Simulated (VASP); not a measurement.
# Pd (Fm-3m) in VASP: single point with HSE06

Aim: the single point of Pd with HSE06.

All numbers are computed with VASP 6.6.1; they aren't measurements. Logs are shortened: lines on timing, memory, paths and dates and some standing lists are left out, and cuts for length are marked.

## Step 1: The cell of the first run

The structure is cubic, space group Fm-3m (No. 225). The conventional cell has a = 3.906 Å, b = 3.906 Å, c = 3.906 Å, α = 90.00°, β = 90.00°, γ = 90.00°. Within 3.6 Å of Pd (site symmetry m-3m) lie 12 Pd at 2.76 Å.

## Step 2: Single point, HSE06

The input, POSCAR:

```
Pd
1.0
    0.0000000000      1.9530551238      1.9530551238
    1.9530551238      0.0000000000      1.9530551238
    1.9530551238      1.9530551238      0.0000000000
Pd
1
Direct
    0.0000000000      0.0000000000      0.0000000000
```

The input, INCAR.step1:

```
PREC = Accurate ; ENCUT = 520
EDIFF = 1E-5 ; ISMEAR = 0
SIGMA = 0.05 ; LREAL = False
LASPH = True ; NELM = 80
ALGO = Normal ; ISIF = 2
LWAVE = True ; GGA = PE
NBANDS = 11 ; KPAR = 2
```

The input, INCAR.step2:

```
PREC = Accurate ; ENCUT = 520
EDIFF = 1E-6 ; ISMEAR = 0
SIGMA = 0.05 ; LREAL = False
LASPH = True ; NELM = 80
ALGO = Normal ; ISIF = 2
LWAVE = False ; LCHARG = True
GGA = PE ; LHFCALC = True
HFSCREEN = 0.2079 ; PRECFOCK = Normal
LVHAR = True ; ISTART = 1
NBANDS = 11 ; KPAR = 2
```

The input, KPOINTS:

```
Automatic mesh
0
Gamma
  10 10 10
```

Potentials or basis: VASP PAW PBE potentials, release 64 (Pd).

Run with:

```console
$ cat potpaw_PBE.64/Pd/POTCAR > POTCAR
$ cp INCAR.step1 INCAR
$ mpirun -np 2 vasp_std > vasp.out
$ cp INCAR.step2 INCAR
$ mpirun -np 2 vasp_std > vasp.out
```

OUTCAR:

```text
PREC = Accurate
   ENCUT = 520
   EDIFF = 1E-6
   ISMEAR = 0
   LREAL = False
   LASPH = True
   NELM = 80
   ISIF = 2
   GGA = PE
   LHFCALC = True
   HFSCREEN = 0.2079
   PRECFOCK = Normal
   ISTART = 1

 ion  position               nearest neighbor table
   1  0.000  0.000  0.000-

  LATTYP: Found a face centered cubic cell.
 ALAT       =     3.9061102476

  Lattice vectors:

 A1 = (   0.0000000000,   1.9530551238,   1.9530551238)
 A2 = (   1.9530551238,   0.0000000000,   1.9530551238)
 A3 = (   1.9530551238,   1.9530551238,   0.0000000000)

Analysis of symmetry for initial positions (statically):
=====================================================================
 Subroutine PRICEL returns:
 Original cell was already a primitive cell.

 Routine SETGRP: Setting up the symmetry group for a
 face centered cubic supercell.

 Subroutine GETGRP returns: Found 48 space group operations
 (whereof 48 operations were pure point group operations)
 out of a pool of 48 trial point group operations.

The static configuration has the point symmetry O_h .

Analysis of symmetry for dynamics (positions and initial velocities):
=====================================================================
 Subroutine PRICEL returns:
 Original cell was already a primitive cell.

 Routine SETGRP: Setting up the symmetry group for a
 face centered cubic supercell.

 Subroutine GETGRP returns: Found 48 space group operations
 (whereof 48 operations were pure point group operations)
 out of a pool of 48 trial point group operations.

The dynamic configuration has the point symmetry O_h .

 Subroutine INISYM returns: Found 48 space group operations
 (whereof 48 operations are pure point group operations),
 and found     1 'primitive' translations

----------------------------------------------------------------------------------------

                                     Primitive cell

  volume of cell :      14.8996

  direct lattice vectors                    reciprocal lattice vectors
     0.000000000  1.953055124  1.953055124    -0.256009159  0.256009159  0.256009159
     1.953055124  0.000000000  1.953055124     0.256009159 -0.256009159  0.256009159
     1.953055124  1.953055124  0.000000000     0.256009159  0.256009159 -0.256009159

  length of vectors
     2.762037044  2.762037044  2.762037044     0.443420871  0.443420871  0.443420871

  position of ions in fractional coordinates (direct lattice)
     0.000000000  0.000000000  0.000000000

  ion indices of the primitive-cell ions
   primitive index   ion index
[... 89 lines left out ...]
   EFERMI_NEDOS =   21; number of points for ismear=-14 and -15
   IALGO  =     38    algorithm
   IMIX   =      1    mixing-type and parameters
     AMIX     =   0.40;   BMIX     =  1.00
     AMIX_MAG =   1.60;   BMIX_MAG =  1.00
  volume/ion in A,a.u.               =      14.90       100.55
  Fermi-wavevector in a.u.,A,eV,Ry     =   1.433344  2.708627 27.952817  2.054474
  Thomas-Fermi vector in A             =   2.552872
   LORBIT       =      0    0 simple, 1 ext, 2 COOP (PROOUT), +10 PAW based schemes
   GGA     = PE    functional components
   LHFCALC =     T    Hartree Fock is set to
   PRECFOCK=normal    Normal, Fast or Accurate (Low or Medium for compatibility)
   ENCUT4O =  -1.0   cutoff for four orbital integrals eV
   NKREDX  =     1    reduce k-point grid by
   NKREDY  =     1    reduce k-point grid by
   NKREDZ  =     1    reduce k-point grid by
   AEXX    =    0.2500 exact exchange contribution
   HFSCREEN=    0.2079 screening length (either q_TF or 0.3 A-1)
   HFSCREENC=   0.2079 screening length for correlation (either q_TF or 0.3 A-1)
   ENCUTFOCK=  -1.0 apply spherical cutoff to Coloumb kernel
   IVDW    =     0    specifies the selected vdW correction
   LEPSILON=     F    determine dielectric tensor
   LRPA    =     F    only Hartree local field effects (RPA)
 non-spin polarized calculation
 Gauss-broadening in eV      SIGMA  =   0.05
  energy-cutoff  :      520.00
  volume of cell :       14.90
 maximum number of plane-waves:       411
 NGX is ok and might be reduce to    24
  NGX = 16; NGY = 16; NGZ = 16

 number of electron       9.9999998 magnetization

 Free energy of the ion-electron system (eV)
  ---------------------------------------------------
  ext. energy  EPLUGINS =         0.00000000
  ---------------------------------------------------
  free energy    TOTEN  =        -6.01001431 eV

  energy without entropy =       -6.00874120  energy(sigma->0) =       -6.00937776

 E-fermi :   8.8543     XC(G=0): -10.6609

 val. band max:        8.8420918836   @ k =   0.5000   0.2000   0.0000
 cond. band min:       8.9562610720   @ k =   0.5000   0.3000   0.0000
 fundamental gap:      0.1141691885
 Fermi energy:         8.8543179595

 k-point     1 :       0.0000    0.0000    0.0000
  band No.  band energies     occupation
      1       1.5490      2.00000
      2       5.6474      2.00000
      3       5.6474      2.00000
      4       5.6474      2.00000
      5       7.1884      2.00000
      6       7.1884      2.00000
      7      27.6459      0.00000
      8      32.5653      0.00000
      9      32.5653      0.00000
     10      32.5653      0.00000
     11      37.6441      0.00000
[... 309 lines left out ...]
 k-point    24 :       0.4000    0.3000    0.0000
  band No.  band energies     occupation
      1       3.5144      2.00000
      2       3.8080      2.00000
      3       7.4250      2.00000
      4       7.6751      2.00000
      5       8.6573      2.00000
      6      10.5364      0.00000
      7      24.1333      0.00000
      8      25.7237      0.00000
      9      26.1121      0.00000
     10      31.5000      0.00000
     11      33.9231      0.00000

 [... further k-points ...]

------------------------ aborting loop because EDIFF is reached ----------------------------------------

  FORCE on cell =-STRESS in cart. coord.  units (eV):
  Direction    XX          YY          ZZ          XY          YZ          ZX
  --------------------------------------------------------------------------------------
  -------------------------------------------------------------------------------------
  Total        0.0465811      0.0465811      0.0465811      0.0000000      0.0000000      0.0000000
  in kB        5.0089505      5.0089505      5.0089505      0.0000000      0.0000000      0.0000000
  external PRESSURE =       5.0089505 kB  Pullay stress =       0.0000000 kB

 VOLUME and BASIS-vectors are now :
 -----------------------------------------------------------------------------
  energy-cutoff  :      520.00
  volume of cell :       14.90
      direct lattice vectors                 reciprocal lattice vectors
     0.000000000  1.953055124  1.953055124    -0.256009159  0.256009159  0.256009159
     1.953055124  0.000000000  1.953055124     0.256009159 -0.256009159  0.256009159
     1.953055124  1.953055124  0.000000000     0.256009159  0.256009159 -0.256009159

 POSITION                                       TOTAL-FORCE (eV/Angst)
 -----------------------------------------------------------------------------------
      0.00000      0.00000      0.00000         0.000000     -0.000000     -0.000000
 -----------------------------------------------------------------------------------
    total drift:                                0.000002      0.000003      0.000003

  FREE ENERGIE OF THE ION-ELECTRON SYSTEM (eV)
  ---------------------------------------------------
  free  energy   TOTEN  =        -6.0100143119 eV

  energy  without entropy=       -6.0087411986  energy(sigma->0) =       -6.00937776
```

OSZICAR.step1:

```text
N       E                     dE             d eps       ncg     rms          rms(c)
DAV:   1     0.433857219202E+02    0.43386E+02   -0.51200E+03  1042   0.849E+02
DAV:   2    -0.487765668156E+01   -0.48263E+02   -0.46689E+02  1186   0.185E+02
DAV:   3    -0.549233613557E+01   -0.61468E+00   -0.61023E+00  1256   0.220E+01
DAV:   4    -0.549504704140E+01   -0.27109E-02   -0.27107E-02  1247   0.154E+00
DAV:   5    -0.549507508023E+01   -0.28039E-04   -0.28039E-04  1399   0.136E-01    0.751E+00
DAV:   6    -0.524036098542E+01    0.25471E+00   -0.10209E+00  1259   0.825E+00    0.365E+00
DAV:   7    -0.522978796464E+01    0.10573E-01   -0.19452E-02  1387   0.995E-01    0.188E+00
DAV:   8    -0.522636798165E+01    0.34200E-02   -0.11534E-03  1262   0.280E-01    0.962E-02
DAV:   9    -0.522635400295E+01    0.13979E-04   -0.46391E-05  1288   0.600E-02    0.227E-02
DAV:  10    -0.522635876787E+01   -0.47649E-05   -0.34407E-06   882   0.172E-02
   1 F= -.52263588E+01 E0= -.52254694E+01  d E =-.177866E-02
```

Wall time 42 min (2 MPI ranks of AMD EPYC 7R13 (Zen 3), shared host); peak memory 0.24 GiB.

What came out:

```yaml
Free_energy: -6.0100 eV
Pressure: 0.5 GPa
Band_gap_on_the_k_mesh: zero (bands 5 and 6 overlap by 2.18 eV)
```

Caveat: the PAW data sets were made with another functional, which shifts forces and pressure a little.

The gap in the log of VASP goes by the Fermi energy; the results here count the filled bands.